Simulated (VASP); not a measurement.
# InP in VASP: further runs, part 2 of 2

VASP 6.6.1. Earlier steps stand in the parts before.

## 5. Single point, PBE, collinear spin

This run uses another cell than the first one.

File INCAR:

```
SYSTEM = InP
ALGO = Normal
EDIFF = 1E-6
ENCUT = 520
GGA = PE
ISIF = 2
ISMEAR = 0
ISPIN = 2
LASPH = .True.
LCHARG = .True.
LELF = .True.
LORBIT = 11
LREAL = .False.
LVHAR = .True.
LWAVE = .False.
MAGMOM = 0.5 0.5
NBANDS = 20
NELM = 150
PREC = Accurate
SIGMA = 0.05
```

File KPOINTS:

```
k-points
0
Gamma
  1 1 15
  0 0 0
```

File POSCAR:

```
InP
1.0
   10.1000000000      0.0000000000      0.0000000000
    0.0000000000      9.3000000000      0.0000000000
    0.0000000000      0.0000000000      4.3167376621
In P
1 1
Direct
    0.4491165199      0.5000000000      0.0000000000
    0.5508834801      0.5000000000      0.5000000000
```

Potentials or basis: VASP PAW PBE potentials, release 64 (In_d, P).

Command:

```
$ cat potpaw_PBE.64/In_d/POTCAR potpaw_PBE.64/P/POTCAR > POTCAR
$ mpirun -np 1 vasp_std > vasp.out
```

OUTCAR:

```text
SYSTEM = InP
   EDIFF = 1E-6
   ENCUT = 520
   GGA = PE
   ISIF = 2
   ISMEAR = 0
   ISPIN = 2
   LASPH = .True.
   LORBIT = 11
   LREAL = .False.
   NELM = 150
   PREC = Accurate

 ion  position               nearest neighbor table
   1  0.449  0.500  0.000-   2 2.39   2 2.39
   2  0.551  0.500  0.500-   1 2.39   1 2.39

  LATTYP: Found a simple orthorhombic cell.
 ALAT       =     4.3167376621
 B/A-ratio  =     2.1544047213
 C/A-ratio  =     2.3397298587

  Lattice vectors:

[... 565 lines left out ...]
  in kB       -0.1981714      0.1356418     -0.2632803      0.0000000      0.0000000      0.0000000
  external PRESSURE =      -0.1086033 kB  Pullay stress =       0.0000000 kB

 VOLUME and BASIS-vectors are now :
 -----------------------------------------------------------------------------
  energy-cutoff  :      520.00
  volume of cell :      405.47
      direct lattice vectors                 reciprocal lattice vectors
    10.100000000  0.000000000  0.000000000     0.099009901  0.000000000  0.000000000
     0.000000000  9.300000000  0.000000000     0.000000000  0.107526882  0.000000000
     0.000000000  0.000000000  4.316737662     0.000000000  0.000000000  0.231656422

 POSITION                                       TOTAL-FORCE (eV/Angst)
 -----------------------------------------------------------------------------------
      4.53608      4.65000      0.00000         0.021209      0.000000      0.000000
      5.56392      4.65000      2.15837        -0.021209      0.000000      0.000000
 -----------------------------------------------------------------------------------
    total drift:                                0.000243      0.000000     -0.000001

  FREE ENERGIE OF THE ION-ELECTRON SYSTEM (eV)
  ---------------------------------------------------
  free  energy   TOTEN  =        -6.1371728339 eV

  energy  without entropy=       -6.1371728339  energy(sigma->0) =       -6.13717283

 total charge

# of ion       s       p       d       tot
------------------------------------------
    1        0.955   0.589   9.862  11.406
    2        1.078   1.389   0.000   2.467
--------------------------------------------------
tot          2.033   1.979   9.862  13.874

 magnetization (x)

# of ion       s       p       d       tot
------------------------------------------
    1       -0.000  -0.000   0.000  -0.000
    2       -0.000  -0.000   0.000  -0.000
--------------------------------------------------
tot         -0.000  -0.000   0.000  -0.000
```

stdout:

```text
POSCAR found type information on POSCAR InP
 POSCAR found :  2 types and       2 ions
 scaLAPACK will be used
 LDA part: xc-table for (Slater+PW92), standard interpolation
 POSCAR, INCAR and KPOINTS ok, starting setup
 FFT: planning ... GRIDC
 FFT: planning ... GRID_SOFT
 FFT: planning ... GRID
 WAVECAR not read
 entering main loop
```

Wall time 2.3 min (1 thread of AMD EPYC 9R45 (Zen 5), shared host); peak memory 0.55 GiB.

What came out:

| Property | Result |
| --- | --- |
| Free energy | -6.1372 eV |
| Largest force | 0.021 eV/Å |
| Band gap on the k mesh | 0.45 eV |
| Net moment | 0.00 μB per cell |
| Valence electrons inside the program's atomic spheres | In 11.41; P 2.47 |

Forces in eV/Å, atoms in the order of the input:
```
In   0.021  0.000  0.000
P   -0.021  0.000  0.000
```

Caveat: spin-orbit coupling is left out, which moves the levels of the heavy elements.

## 6. Single point, PBE, collinear spin

This run uses another cell than the first one.

File INCAR:

```
SYSTEM = InP
PREC = Accurate ; ENCUT = 520
EDIFF = 1E-6 ; ISMEAR = 0
SIGMA = 0.05 ; LREAL = .False.
LASPH = .True. ; NELM = 150
ALGO = Normal ; ISIF = 2
LWAVE = .False. ; LCHARG = .True.
ISPIN = 2 ; MAGMOM = 0.5 0.5
LORBIT = 11 ; GGA = PE
LELF = .True. ; LVHAR = .True.
NBANDS = 20
```

File KPOINTS:

```
regular mesh
0
Gamma
  1 1 15
  0 0 0
```

File POSCAR:

```
InP
1.0
   10.1000000000      0.0000000000      0.0000000000
    0.0000000000      9.3000000000      0.0000000000
    0.0000000000      0.0000000000      4.4876598717
In P
1 1
Direct
    0.4444596551      0.5000000000      0.0000000000
    0.5555403449      0.5000000000      0.5000000000
```

Potentials or basis: VASP PAW PBE potentials, release 64 (In_d, P).

Command:

```
$ cat potpaw_PBE.64/In_d/POTCAR potpaw_PBE.64/P/POTCAR > POTCAR
$ mpirun -np 1 vasp_std > vasp.out
```

Run time: 2.9 min. Hardware: 1 thread of AMD EPYC 9R45 (Zen 5), shared host; peak memory 0.61 GiB.

Results (log left out):

```yaml
Free_energy: -6.0268 eV
Largest_force: 0.758 eV/Å
Band_gap_on_the_k_mesh: 0.22 eV
Net_moment: 0.00 μB per cell
Valence_electrons_inside_the_program's_atomic_spheres: In 11.31; P 2.42
```

Forces on the atoms (eV/Å):
```
In   0.758  0.000  0.000
P   -0.758  0.000  0.000
```

Levels at points of the mesh, in eV from the valence-band top:
Spin up:
```
           k point  band 6  band 7  band 8  band 9  band 10  band 11  band 12  band 13
(0.00, 0.00, 0.00)   -9.46   -3.08   -1.74   -0.91     0.77     2.25     3.35     4.07
```
Spin down:
```tsv
k point	band 6	band 7	band 8	band 9	band 10	band 11	band 12	band 13
(0.00, 0.00, 0.00)	-9.46	-3.08	-1.74	-0.91	0.77	2.25	3.35	4.07
```

Caveat: spin-orbit coupling is left out, which moves the levels of the heavy elements.

## 7. The runs side by side

```csv
cell,k mesh,gap on the mesh (eV),moment (μB),largest force (eV/Å)
"a = 11.200, b = 9.300, c = 2.643 Å, 2 atoms, atomic positions A",1 × 1 × 24,none,0.00,0.41
"a = 11.200, b = 9.300, c = 2.714 Å, 2 atoms, atomic positions B",1 × 1 × 24,none,0.06,0.01
"a = 9.000, b = 9.300, c = 4.986 Å, 2 atoms, atomic positions C",1 × 1 × 13,none,0.77,1.90
"a = 10.100, b = 9.300, c = 4.317 Å, 2 atoms, atomic positions D",1 × 1 × 15,0.45,0.00,0.02
"a = 10.100, b = 9.300, c = 4.488 Å, 2 atoms, atomic positions E",1 × 1 × 15,0.22,0.00,0.76
```

Alike in all rows: task single point; level PBE; potentials or basis VASP PAW PBE potentials, release 64 (In_d, P); spin collinear; cutoff (eV) 520; smearing gaussian 0.05 eV.

Caveats: spin-orbit coupling is left out, which moves the levels of the heavy elements.

Absolute energies hang on the potentials; compare differences alone.
